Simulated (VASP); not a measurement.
Wanted: the native input for a VASP 6.6.1 run.

```
Task                   : single point
Functional             : r2SCAN
Potentials or basis    : VASP PAW PBE potentials, release 64 (Rh_pv)
Cutoff                 : 520 eV
k mesh                 : 10 × 10 × 5
Occupations            : fermi-dirac, width 0.2 eV
Spin                   : no spin polarisation
Dipole correction      : no
Further INCAR settings : ALGO = Normal; EDIFF = 1e-06; NBANDS = 22
```

Rh:

```
Rh
1.0
     2.80195    0.00000    0.00000
    -1.40097    2.42656    0.00000
     0.00000    0.00000    4.54357
Rh
2
Direct
  0.66667 0.33333 0.75000
  0.33333 0.66667 0.25000
```

The input as run:

POSCAR

```
Rh
1.0
    2.8019460665      0.0000000000      0.0000000000
   -1.4009730333      2.4265584669      0.0000000000
    0.0000000000      0.0000000000      4.5435668281
Rh
2
Direct
    0.6666666667      0.3333333333      0.7500000000
    0.3333333333      0.6666666667      0.2500000000
```

INCAR.step1

```
PREC = Accurate
ENCUT = 520
ISMEAR = -1
SIGMA = 0.2
LREAL = F
LASPH = T
NELM = 100
NBANDS = 22
GGA = PE
ALGO = Normal
EDIFF = 1E-4
LWAVE = T
LCHARG = F
```

INCAR.step2

```
PREC = Accurate
ENCUT = 520
EDIFF = 1E-6
ISMEAR = -1
SIGMA = 0.2
LREAL = F
LASPH = T
NELM = 100
ALGO = Normal
ISIF = 2
LWAVE = F
LCHARG = T
METAGGA = R2SCAN
LMIXTAU = T
LELF = T
LVHAR = T
NBANDS = 22
ISTART = 1
```

KPOINTS

```
regular mesh
0
Gamma
  10 10 5
```

Potentials or basis: VASP PAW PBE potentials, release 64 (Rh_pv).

The run is started by

```sh
$ cat potpaw_PBE.64/Rh_pv/POTCAR > POTCAR
$ cp INCAR.step1 INCAR
$ mpirun -np 1 vasp_std > vasp.out
$ cp INCAR.step2 INCAR
$ mpirun -np 1 vasp_std > vasp.out
```

It gave:

| Quantity | Value |
| --- | --- |
| Pressure | -21.3 GPa |
| Band gap on the k mesh | zero (band 15 reaches 10.33 eV, above the bottom of band 16 at 8.38 eV) |

Caveat: the PAW data sets were made with another functional, which shifts forces and pressure a little.

It used 130 s of CPU time on 1 thread of AMD EPYC 7R13 Processor (Zen 3) (shared host).
